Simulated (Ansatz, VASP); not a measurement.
## One calculation of Fe, two programs

```xyz
1
Lattice="-1.4163 1.4163 1.4163 1.4163 -1.4163 1.4163 1.4163 1.4163 -1.4163" Properties=species:S:1:pos:R:3 pbc="T T T"
Fe    0.0000    0.0000    0.0000
```

Alike in both runs: task single point; functional PBE; k mesh 16 × 16 × 16; occupations fermi-dirac, width 0.05 eV; collinear spin.

|  | VASP | Ansatz |
| --- | --- | --- |
| version | VASP 6.6.1 | Ansatz 0.2.0 |
| potentials or method | VASP PAW PBE potentials, release 64 (Fe), cutoff 520 eV | plane waves (420 eV) with PAW, scalar-relativistic |
| valence electrons in the cell | 8 | 16 |

```csv
,VASP,Ansatz,Ansatz less VASP
pressure (GPa),0.1,0.0,-0.10
net moment per atom (μB),2.20,2.18,-0.026
size of the moment on the site where the two differ most (μB),2.20,2.22,+0.022
```

Site moments also hang on the region over which each program counts them. VASP's potentials hold 8 valence electrons a cell and Ansatz's 16, so a difference there can come from the potentials and not from the codes.
